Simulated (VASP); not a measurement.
# Ti (I4/mmm) in VASP: notebook

Ti is run at these levels: PBEsol; tasks: single point.

Program: VASP 6.6.1. These are calculated values, not measurements. Logs are shortened: lines on timing, memory, paths and dates and some standing lists are left out, and cuts for length are marked.

## Step 1: The cell of the first run

The structure is tetragonal, space group I4/mmm (No. 139). The conventional cell has a = 2.696 Å, b = 2.696 Å, c = 4.202 Å, α = 90.00°, β = 90.00°, γ = 90.00°. Within 3.6 Å of Ti (site symmetry 4/mmm) lie 12 Ti at 2.70 to 2.84 Å.

## Step 2: Single point, PBEsol (biaxial strain in the a-b plane: -6.0 %)

The input, INCAR:

```
  PREC = Accurate
  ENCUT = 520
  EDIFF = 1E-7
  ISMEAR = 0
  SIGMA = 0.1
  LREAL = False
  LASPH = True
  NELM = 60
  ALGO = Fast
  ISIF = 2
  LWAVE = False
  LCHARG = False
  GGA = PS
  NBANDS = 19
```

The input, KPOINTS:

```
regular mesh
0
Gamma
  18 18 14
```

The input, POSCAR:

```
Ti
1.0
    1.9062458822      1.9062458822      0.0000000000
   -1.9062458822      1.9062458822      0.0000000000
    0.0000000000      0.0000000000      4.2018526255
Ti
2
Direct
    0.0000000000      0.0000000000      0.0000000000
    0.5000000000      0.5000000000      0.5000000000
```

Potentials or basis: VASP PAW PBE potentials, release 64 (Ti_sv).

Started as:

```
> cat potpaw_PBE.64/Ti_sv/POTCAR > POTCAR
> mpirun -np 1 vasp_std > vasp.out
```

OUTCAR:

```text
PREC = Accurate
   ENCUT = 520
   EDIFF = 1E-7
   ISMEAR = 0
   LREAL = False
   LASPH = True
   NELM = 60
   ISIF = 2
   GGA = PS

 ion  position               nearest neighbor table
   1  0.000  0.000  0.000-   2 2.84   2 2.84   2 2.84   2 2.84   2 2.84   2 2.84   2 2.84   2 2.84

   2  0.500  0.500  0.500-   1 2.84   1 2.84   1 2.84   1 2.84   1 2.84   1 2.84   1 2.84   1 2.84

  LATTYP: Found a simple tetragonal cell.
 ALAT       =     2.6958387798
 C/A-ratio  =     1.5586438837

  Lattice vectors:

 A1 = (   1.9062458822,   1.9062458822,   0.0000000000)
 A2 = (  -1.9062458822,   1.9062458822,   0.0000000000)
 A3 = (   0.0000000000,   0.0000000000,   4.2018526255)

Analysis of symmetry for initial positions (statically):
=====================================================================
 Subroutine PRICEL returns following result:

  LATTYP: Found a body centered tetragonal cell.
 ALAT       =     2.6958387798
 C/A-ratio  =     1.5586438837

  Lattice vectors:

 A1 = (   1.9062458822,   0.0000000000,  -2.1009263127)
 A2 = (  -1.9062458822,   0.0000000000,  -2.1009263128)
 A3 = (   0.0000000000,   1.9062458822,   2.1009263128)

   2 primitive cells build up your supercell.

 Routine SETGRP: Setting up the symmetry group for a
 simple tetragonal supercell.

 Subroutine GETGRP returns: Found 16 space group operations
 (whereof 16 operations were pure point group operations)
 out of a pool of 16 trial point group operations.

The static configuration has the point symmetry D_4h.

Analysis of symmetry for dynamics (positions and initial velocities):
=====================================================================
 Subroutine PRICEL returns following result:

  LATTYP: Found a body centered tetragonal cell.
 ALAT       =     2.6958387798
 C/A-ratio  =     1.5586438837

  Lattice vectors:

 A1 = (   1.9062458822,   0.0000000000,  -2.1009263127)
 A2 = (  -1.9062458822,   0.0000000000,  -2.1009263128)
 A3 = (   0.0000000000,   1.9062458822,   2.1009263128)

   2 primitive cells build up your supercell.

 Routine SETGRP: Setting up the symmetry group for a
 simple tetragonal supercell.

 Subroutine GETGRP returns: Found 16 space group operations
 (whereof 16 operations were pure point group operations)
 out of a pool of 16 trial point group operations.

The dynamic configuration has the point symmetry D_4h.

[... 90 lines left out ...]
   ISPIN  =      1    spin polarized calculation?
   LNONCOLLINEAR =      F non collinear calculations
   LSORBIT =      F    spin-orbit coupling
   LASPH  =      T    aspherical Exc in radial PAW
   ENCUT  =  520.0 eV  38.22 Ry    6.18 a.u.   5.01  5.01  7.81*2*pi/ulx,y,z
   NELM   =     60;   NELMIN=  2; NELMDL= -5     # of ELM steps
   EDIFF  = 0.1E-06   stopping-criterion for ELM
   LREAL  =      F    real-space projection
   EDIFFG = 0.1E-05   stopping-criterion for IOM
   NSW    =      0    number of steps for IOM
   IBRION =     -1    ionic relax: 0-MD 1-quasi-New 2-CG
   NFREE  =      0    steps in history (QN), initial steepest desc. (CG)
   ISIF   =      2    stress and relaxation
   ISYM   =      2    0-nonsym 1-usesym 2-fastsym
   POTIM  = 0.5000    time-step for ionic-motion
   TEBEG  =    0.0;   TEEND  =   0.0 temperature during run
   PSTRESS=    0.0 pullay stress
   NELECT =      24.0000    total number of electrons
   NUPDOWN=      -1.0000    fix difference up-down
   EMIN   =  10.00;   EMAX   =-10.00  energy-range for DOS
   EFERMI =   0.00;   METHOD = LEGACY
   ISMEAR =     0;   SIGMA  =   0.10  broadening in eV -4-tet -1-fermi 0-gaus
   EFERMI_NEDOS =   21; number of points for ismear=-14 and -15
   IALGO  =     68    algorithm
   IMIX   =      4    mixing-type and parameters
     AMIX     =   0.40;   BMIX     =  1.00
     AMIX_MAG =   1.60;   BMIX_MAG =  1.00
  volume/ion in A,a.u.               =      15.27       103.04
  Fermi-wavevector in a.u.,A,eV,Ry     =   1.510784  2.854968 31.054864  2.282468
  Thomas-Fermi vector in A             =   2.620928
   LORBIT       =      0    0 simple, 1 ext, 2 COOP (PROOUT), +10 PAW based schemes
   GGA     = PS    functional components
   LHFCALC =     F    Hartree Fock is set to
   AEXX    =    0.0000 exact exchange contribution
   IVDW    =     0    specifies the selected vdW correction
   LEPSILON=     F    determine dielectric tensor
   LRPA    =     F    only Hartree local field effects (RPA)
 non-spin polarized calculation
 RMM-DIIS sequential band-by-band and
 Gauss-broadening in eV      SIGMA  =   0.10
  energy-cutoff  :      520.00
  volume of cell :       30.54
 maximum number of plane-waves:       848
   NGX = 11   NGY = 11   NGZ = 15

 number of electron      24.0000002 magnetization

 Free energy of the ion-electron system (eV)
  ---------------------------------------------------
  ext. energy  EPLUGINS =         0.00000000
  ---------------------------------------------------
  free energy    TOTEN  =       -16.46371948 eV

  energy without entropy =      -16.44586522  energy(sigma->0) =      -16.45479235

 E-fermi :   9.4916     XC(G=0): -12.2647

 val. band max:        9.4911228653   @ k =   0.2222   0.0000   0.3571
 cond. band min:       9.4928621717   @ k =   0.3889   0.1111   0.3571
 fundamental gap:      0.0017393064
 Fermi energy:         9.4916164212

 k-point     1 :       0.0000    0.0000    0.0000
  band No.  band energies     occupation
      1     -46.7544      2.00000
      2     -46.5296      2.00000
      3     -23.4505      2.00000
      4     -22.7618      2.00000
      5     -22.7618      2.00000
      6     -22.5383      2.00000
[... 505 lines left out ...]
      6     -22.7219      2.00000
[... 11 lines left out ...]
     18      13.1636      0.00000
     19      13.4379      0.00000

 [... further k-points ...]

------------------------ aborting loop because EDIFF is reached ----------------------------------------

  FORCE on cell =-STRESS in cart. coord.  units (eV):
  Direction    XX          YY          ZZ          XY          YZ          ZX
  --------------------------------------------------------------------------------------
  -------------------------------------------------------------------------------------
  Total        2.2807532      2.2807532      1.7459179      0.0000000      0.0000000      0.0000000
  in kB      119.6630938    119.6630938     91.6021695      0.0000000      0.0000000      0.0000000
  external PRESSURE =     110.3094523 kB  Pullay stress =       0.0000000 kB

 VOLUME and BASIS-vectors are now :
 -----------------------------------------------------------------------------
  energy-cutoff  :      520.00
  volume of cell :       30.54
      direct lattice vectors                 reciprocal lattice vectors
     1.906245882  1.906245882  0.000000000     0.262295649  0.262295649  0.000000000
    -1.906245882  1.906245882  0.000000000    -0.262295649  0.262295649  0.000000000
     0.000000000  0.000000000  4.201852625     0.000000000  0.000000000  0.237990260

 POSITION                                       TOTAL-FORCE (eV/Angst)
 -----------------------------------------------------------------------------------
      0.00000      0.00000      0.00000        -0.000000      0.000000     -0.000000
      0.00000      1.90625      2.10093         0.000000     -0.000000      0.000000
 -----------------------------------------------------------------------------------
    total drift:                               -0.000000      0.000000      0.000000

  FREE ENERGIE OF THE ION-ELECTRON SYSTEM (eV)
  ---------------------------------------------------
  free  energy   TOTEN  =       -16.4637194763 eV

  energy  without entropy=      -16.4458652235  energy(sigma->0) =      -16.45479235
```

stdout:

```text
POSCAR found type information on POSCAR Ti
 POSCAR found :  1 types and       2 ions
 scaLAPACK will be used
[... 51 lines left out ...]
 num prob  num prob  num prob  num prob  num prob  num prob  num prob  num prob  num prob  num prob  num prob  num prob  num prob  num prob  num prob  num prob  num prob  num prob  num prob  num prob  num prob  num prob  num prob  num prob  num prob  num prob  num prob  num prob  num prob  num prob RMM:  33    -0.164637107194E+02   -0.24270E-05   -0.29668E-05 20291   0.147E-02    0.358E-02
 num prob  num prob  num prob  num prob  num prob  num prob  num prob  num prob  num prob  num prob  num prob  num prob  num prob  num prob  num prob  num prob WARNING in EDDRMM: call to ZHEGV failed, returncode =   6  3     10
 num prob  num prob  num prob  num prob  num prob  num prob RMM:  34    -0.164637125707E+02   -0.
```

Run time: 16 min. Hardware: 1 thread of Intel Xeon 8259CL, shared host; peak memory 0.31 GiB.

Results:

* Free energy: -16.4637 eV
* Pressure: 11.0 GPa
* Band gap on the k mesh: zero (bands 12 and 13 overlap by 1.44 eV)

Caveat: the cell differs from its parent crystal (biaxial strain in the a-b plane: -6.0 %); the cell stands under pressure; the PAW data sets were made with another functional, which shifts forces and pressure a little.

## Step 3: Single point, PBEsol (biaxial strain in the a-b plane: -6.0 %, then relaxed in part)

The input, INCAR:

```
SYSTEM = Ti
PREC = Accurate ; ENCUT = 520
EDIFF = 1E-6 ; ISMEAR = 0
SIGMA = 0.1 ; LREAL = .FALSE.
LASPH = .TRUE. ; NELM = 80
ALGO = Fast ; ISIF = 2
LWAVE = .FALSE. ; LCHARG = .TRUE.
GGA = PS ; LELF = .TRUE.
LVHAR = .TRUE. ; NBANDS = 19
```

The input, KPOINTS:

```
Automatic mesh
0
G
  18 18 14
  0 0 0
```

Edit POSCAR of step 2 so:

```diff
@@ -4,3 +4,3 @@
    -1.9062458822      1.9062458822      0.0000000000
-    0.0000000000      0.0000000000      4.2018526255
+    0.0000000000      0.0000000000      4.4592162569
 Ti
```

Potentials or basis: VASP PAW PBE potentials, release 64 (Ti_sv).

Started as:

```
> cat potpaw_PBE.64/Ti_sv/POTCAR > POTCAR
> mpirun -np 1 vasp_std > vasp.out
```

Wall time 11 min (1 thread of Intel Xeon 8259CL, shared host); peak memory 0.32 GiB.

Results (log left out):

```yaml
Free_energy: -16.5160 eV
Pressure: 2.6 GPa
Band_gap_on_the_k_mesh: zero (bands 12 and 13 overlap by 1.05 eV)
```

Stress tensor (GPa, compression positive):
```
 4.07  0.00  0.00
 0.00  4.07  0.00
 0.00  0.00 -0.38
```

Levels at points of the mesh, in eV from the Fermi level:
```
           k point  band 8  band 9  band 10  band 11  band 12  band 13  band 14  band 15  band 16  band 17
(0.00, 0.00, 0.00)  -32.13   -6.17    -2.79    -1.66     0.10     1.45     1.58     1.58     1.77     3.50
(0.50, 0.00, 0.00)  -32.16   -1.69    -1.69    -0.85    -0.85    -0.02    -0.02     2.10     2.10     3.06
(0.50, 0.50, 0.00)  -32.38   -2.76    -2.76    -1.79    -1.79     3.63     3.63     3.74     3.74     4.34
(0.00, 0.00, 0.50)  -32.22   -4.15    -4.15    -0.86    -0.86     0.46     0.46     2.69     2.69     2.69
(0.50, 0.00, 0.50)  -32.16   -2.67    -2.67     0.20     0.20     0.98     0.98     1.57     1.57     3.73
(0.50, 0.50, 0.50)  -32.38   -2.04    -2.04    -0.17    -0.17    -0.17    -0.17     2.20     2.20     4.85
```

Caveat: the cell differs from its parent crystal (biaxial strain in the a-b plane: -6.0 %, then relaxed in part); the PAW data sets were made with another functional, which shifts forces and pressure a little.

## Step 4: Single point, PBEsol (biaxial strain in the a-b plane: -4.0 %, then relaxed in part)

The input, INCAR:

```
SYSTEM = Ti
PREC = Accurate
ENCUT = 520
EDIFF = 1E-7
ISMEAR = 0
SIGMA = 0.1
LREAL = .False.
LASPH = .True.
NELM = 80
ALGO = Fast
ISIF = 2
LWAVE = .False.
LCHARG = .True.
GGA = PS
LELF = .True.
LVHAR = .True.
NBANDS = 19
```

The input, KPOINTS:

```
regular mesh
0
Gamma
  18 18 14
  0 0 0
```

The input, POSCAR:

```
Ti
1.0
    1.9468043053      1.9468043053      0.0000000000
   -1.9468043053      1.9468043053      0.0000000000
    0.0000000000      0.0000000000      4.3205332697
Ti
2
Direct
    0.0000000000      0.0000000000      0.0000000000
    0.5000000000      0.5000000000      0.5000000000
```

Potentials or basis: VASP PAW PBE potentials, release 64 (Ti_sv).

Started as:

```
> cat potpaw_PBE.64/Ti_sv/POTCAR > POTCAR
> mpirun -np 1 vasp_std > vasp.out
```

OUTCAR:

```text
SYSTEM = Ti
   PREC = Accurate
   ENCUT = 520
   EDIFF = 1E-7
   ISMEAR = 0
   LREAL = .False.
   LASPH = .True.
   NELM = 80
   ISIF = 2
   GGA = PS

 ion  position               nearest neighbor table
   1  0.000  0.000  0.000-   2 2.91   2 2.91   2 2.91   2 2.91   2 2.91   2 2.91   2 2.91   2 2.91

   2  0.500  0.500  0.500-   1 2.91   1 2.91   1 2.91   1 2.91   1 2.91   1 2.91   1 2.91   1 2.91

  LATTYP: Found a simple tetragonal cell.
 ALAT       =     2.7531970518
 C/A-ratio  =     1.5692786199

  Lattice vectors:

 A1 = (   1.9468043053,   1.9468043053,   0.0000000000)
 A2 = (  -1.9468043053,   1.9468043053,   0.0000000000)
 A3 = (   0.0000000000,   0.0000000000,   4.3205332697)

Analysis of symmetry for initial positions (statically):
=====================================================================
 Subroutine PRICEL returns following result:

  LATTYP: Found a body centered tetragonal cell.
 ALAT       =     2.7531970518
 C/A-ratio  =     1.5692786199

  Lattice vectors:

 A1 = (   1.9468043053,   0.0000000000,  -2.1602666348)
 A2 = (  -1.9468043053,   0.0000000000,  -2.1602666348)
 A3 = (   0.0000000000,   1.9468043053,   2.1602666348)
[... 179 lines left out ...]

  energy without entropy =      -16.52772491  energy(sigma->0) =      -16.53750139

 E-fermi :   8.6923     XC(G=0): -11.9194

 val. band max:        8.6914117886   @ k =   0.2778   0.2222   0.3571
 cond. band min:       8.6944842296   @ k =   0.1111   0.0556   0.2857
 fundamental gap:      0.0030724409
 Fermi energy:         8.6922576933

 k-point     1 :       0.0000    0.0000    0.0000
  band No.  band energies     occupation
      1     -47.6563      2.00000
      2     -47.4898      2.00000
      3     -24.2741      2.00000
      4     -23.7207      2.00000
      5     -23.7207      2.00000
      6     -23.5497      2.00000
[... 505 lines left out ...]
      6     -23.6911      2.00000
[... 11 lines left out ...]
     18      12.0647      0.00000
     19      12.3342      0.00000

 [... further k-points ...]

------------------------ aborting loop because EDIFF is reached ----------------------------------------

  FORCE on cell =-STRESS in cart. coord.  units (eV):
  Direction    XX          YY          ZZ          XY          YZ          ZX
  --------------------------------------------------------------------------------------
  -------------------------------------------------------------------------------------
  Total        0.5546956      0.5546956     -0.0691375      0.0000000     -0.0000000     -0.0000000
  in kB       27.1364681     27.1364681     -3.3822990      0.0000000     -0.0000000     -0.0000000
  external PRESSURE =      16.9635457 kB  Pullay stress =       0.0000000 kB

 VOLUME and BASIS-vectors are now :
 -----------------------------------------------------------------------------
  energy-cutoff  :      520.00
  volume of cell :       32.75
      direct lattice vectors                 reciprocal lattice vectors
     1.946804305  1.946804305  0.000000000     0.256831156  0.256831156  0.000000000
    -1.946804305  1.946804305  0.000000000    -0.256831156  0.256831156  0.000000000
     0.000000000  0.000000000  4.320533270     0.000000000  0.000000000  0.231452910

 POSITION                                       TOTAL-FORCE (eV/Angst)
 -----------------------------------------------------------------------------------
      0.00000      0.00000      0.00000        -0.000000     -0.000000      0.000000
      0.00000      1.94680      2.16027         0.000000      0.000000     -0.000000
 -----------------------------------------------------------------------------------
    total drift:                               -0.000000      0.000000      0.000000

  FREE ENERGIE OF THE ION-ELECTRON SYSTEM (eV)
  ---------------------------------------------------
  free  energy   TOTEN  =       -16.5472778673 eV

  energy  without entropy=      -16.5277249145  energy(sigma->0) =      -16.53750139
```

Wall time 13 min (1 thread of Intel Xeon 8259CL, shared host); peak memory 0.33 GiB.

What came out:

```yaml
Free_energy: -16.5473 eV
Pressure: 1.7 GPa
Band_gap_on_the_k_mesh: zero (bands 12 and 13 overlap by 1.30 eV)
```

Stress tensor (GPa, compression positive):
```
 2.71  0.00  0.00
 0.00  2.71  0.00
 0.00  0.00 -0.34
```

Caveat: the cell differs from its parent crystal (biaxial strain in the a-b plane: -4.0 %, then relaxed in part); the PAW data sets were made with another functional, which shifts forces and pressure a little.

## Step 5: Summary

| cell | further INCAR settings | gap on the mesh (eV) | pressure (GPa) |
| --- | --- | --- | --- |
| a = 2.696, b = 2.696, c = 4.202 Å, 2 atoms | ALGO = Fast; EDIFF = 1e-07; NBANDS = 19 | none | 11.0 |
| a = 2.696, b = 2.696, c = 4.459 Å, 2 atoms | ALGO = Fast; EDIFF = 1e-06; NBANDS = 19 | none | 2.6 |
| a = 2.753, b = 2.753, c = 4.321 Å, 2 atoms | ALGO = Fast; EDIFF = 1e-07; NBANDS = 19 | none | 1.7 |

Alike in all rows: task single point; level PBEsol; potentials or basis VASP PAW PBE potentials, release 64 (Ti_sv); no spin polarisation; k mesh 18 × 18 × 14; cutoff (eV) 520; smearing gaussian 0.1 eV.

Caveats: the PAW data sets were made with another functional, which shifts forces and pressure a little; the cell stands under pressure (at least some runs).

Absolute energies hang on the potentials; compare differences alone.
